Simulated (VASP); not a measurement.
TaN:

```
Ta N
1.0
     2.72029    0.00000    0.00000
     0.00000    2.72029    0.00000
     0.00000    0.00000    2.72029
Ta N
1 1
Cartesian
  0.0000 0.0000 0.0000
  1.3601 1.3601 1.3601
```

Base run:

* Program: VASP 6.6.1
* Functional: PBEsol
* Potentials or basis: VASP PAW PBE potentials, release 64 (Ta_pv, N)
* Cutoff: 520 eV
* k mesh: 10 × 10 × 10
* Occupations: fermi-dirac, width 0.05 eV
* Spin: no spin polarisation

Its results: band gap on the k mesh zero (band 8 reaches 15.85 eV, above the bottom of band 9 at 6.76 eV); pressure 1.0 GPa.

**Question.** The run is repeated on the same cell with these changes: potentials or basis from VASP PAW PBE potentials, release 64 (Ta_pv, N) to VASP PAW PBE potentials, release 64 (Ta_sv_GW, N); cutoff from 520 eV to 600 eV; further incar settings from ALGO = Normal; EDIFF = 1e-06; NBANDS = 15 to ALGO = Normal; EDIFF = 1e-06; NBANDS = 16; valence electrons from 16 to 18. What comes out?

**Answer.** Band gap on the k mesh zero (band 9 reaches 20.35 eV, above the bottom of band 10 at 11.26 eV); pressure -0.1 GPa.

Caveats: the PAW data sets were made with another functional, which shifts forces and pressure a little; spin-orbit coupling is left out, which moves the levels of the heavy elements.
